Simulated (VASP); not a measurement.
Write the native input for VASP 6.6.1 that does the following.

```
Task                   : single point
Functional             : PBEsol
Potentials or basis    : VASP PAW PBE potentials, release 64 (Mo_sv)
Cutoff                 : 520 eV
k mesh                 : 22 × 22 × 22
Occupations            : gaussian, width 0.15 eV
Spin                   : no spin polarisation
Dipole correction      : no
Further INCAR settings : ALGO = Normal; EDIFF = 1e-07; NBANDS = 13
```

The structure of Mo lies in POSCAR:

```
Mo
1.0
   -1.6338400000      1.6338400000      1.6338400000
    1.6338400000     -1.6338400000      1.6338400000
    1.6338400000      1.6338400000     -1.6338400000
Mo
1
Direct
    0.0000000000      0.0000000000      0.0000000000
```

This cell differs from its parent crystal: strain +0.040 along x and y, +0.040 along z.

One way to write it, as run:

INCAR

```
SYSTEM = Mo
ALGO = Normal
EDIFF = 1E-7
ENCUT = 520
GGA = PS
ISIF = 2
ISMEAR = 0
LASPH = .True.
LCHARG = .False.
LREAL = .False.
LWAVE = .False.
NBANDS = 13
NELM = 80
PREC = Accurate
SIGMA = 0.15
```

KPOINTS

```
k-points
0
Gamma
  22 22 22
  0 0 0
```

Potentials or basis: VASP PAW PBE potentials, release 64 (Mo_sv).

Command:

```sh
$ cat potpaw_PBE.64/Mo_sv/POTCAR > POTCAR
$ mpirun -np 1 vasp_std > vasp.out
```

It gave:

| Quantity | Value |
| --- | --- |
| Pressure | -27.2 GPa |
| Band gap on the k mesh | zero (bands 7 and 8 overlap by 4.59 eV) |

Caveat: the cell differs from its parent crystal (strain +0.040 along x and y, +0.040 along z); the cell stands under tension; the PAW data sets were made with another functional, which shifts forces and pressure a little.

Wall time 97 s on 1 thread of Intel Xeon 8259CL, on a shared host, peak memory 0.2 GiB.
